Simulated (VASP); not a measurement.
# Rb: single point with PBE

Rb:

```
Rb
1.0
     0.00000    5.20626    5.20626
     5.20626    0.00000    5.20626
     5.20626    5.20626    0.00000
Rb
2
Direct
  0.87500 0.87500 0.87500
  0.12500 0.12500 0.12500
```

This isn't the form of Rb at room conditions, which is bcc.

```json
{
 "Program": "VASP 6.6.1",
 "Task": "single point",
 "Functional": "PBE",
 "Potentials or basis": "VASP PAW PBE potentials, release 64 (Rb_sv)",
 "Cutoff": "520 eV",
 "k mesh": "7 × 7 × 7",
 "Occupations": "fermi-dirac, width 0.08 eV",
 "Spin": "no spin polarisation",
 "Dipole correction": "no",
 "k mesh for the DOS": "11 × 11 × 11",
 "Occupations for the DOS": "tetrahedron",
 "Further INCAR settings": "ALGO = Normal; EDIFF = 1e-07"
}
```

| Property | Result |
| --- | --- |
| Valence electrons inside the program's atomic spheres | Rb 7.29 |

Levels at points of the mesh, in eV from the Fermi level:
| k point | band 6 | band 7 | band 8 | band 9 | band 10 | band 11 | band 12 | band 13 |
| --- | --- | --- | --- | --- | --- | --- | --- | --- |
| (0.00, 0.00, 0.00) | -13.39 | -13.39 | -13.39 | -1.53 | 1.99 | 1.99 | 1.99 | 2.21 |

Run time: 5.6 min on 1 thread of Oxide Virtual Turin-like Processor, on a shared host, peak memory 0.45 GiB.
